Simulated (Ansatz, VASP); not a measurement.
# One calculation of Na2Al2O, two programs

```
CELL_PARAMETERS angstrom
3.52112 0.00000 0.00000
0.00000 3.52112 0.00000
0.00000 0.00000 8.81820
ATOMIC_POSITIONS crystal
Na 0.00000 0.00000 0.63763
Na 0.00000 0.00000 0.36237
Al 0.00000 0.50000 0.00000
Al 0.50000 0.00000 0.00000
O 0.50000 0.50000 0.50000
```

Alike in both runs: task relaxation of cell and atoms; functional PBE; k mesh 10 × 10 × 4; occupations gaussian, width 0.1 eV; collinear spin.

|  | VASP | Ansatz |
| --- | --- | --- |
| version | VASP 6.6.1 | Ansatz 0.2.0 |
| potentials or method | VASP PAW PBE potentials, release 64 (Na_pv, Al, O), cutoff 600 eV | scalar-relativistic, plane waves, PAW |
| valence electrons in the cell | 26 | 30 |

```tsv
	VASP	Ansatz	Ansatz less VASP
gap on the k mesh at the Fermi level, each at its own relaxed structure (eV)	none	none	-
net moment per atom (μB)	0.07	0.07	0.000
size of the moment on the site where the two differ most (μB)	0.34	0.42	+0.077
relaxed volume (Å³/atom)	21.96	21.93	-0.025
relaxed length of the cell vector where the two differ most in proportion (Å)	8.875	8.865	-0.0100
```

Site moments also hang on the region over which each program counts them. A gap of «none» marks a metal or a gap that the smearing closes. VASP's potentials hold 26 valence electrons a cell and Ansatz's 30, so a difference there can come from the potentials and not from the codes.
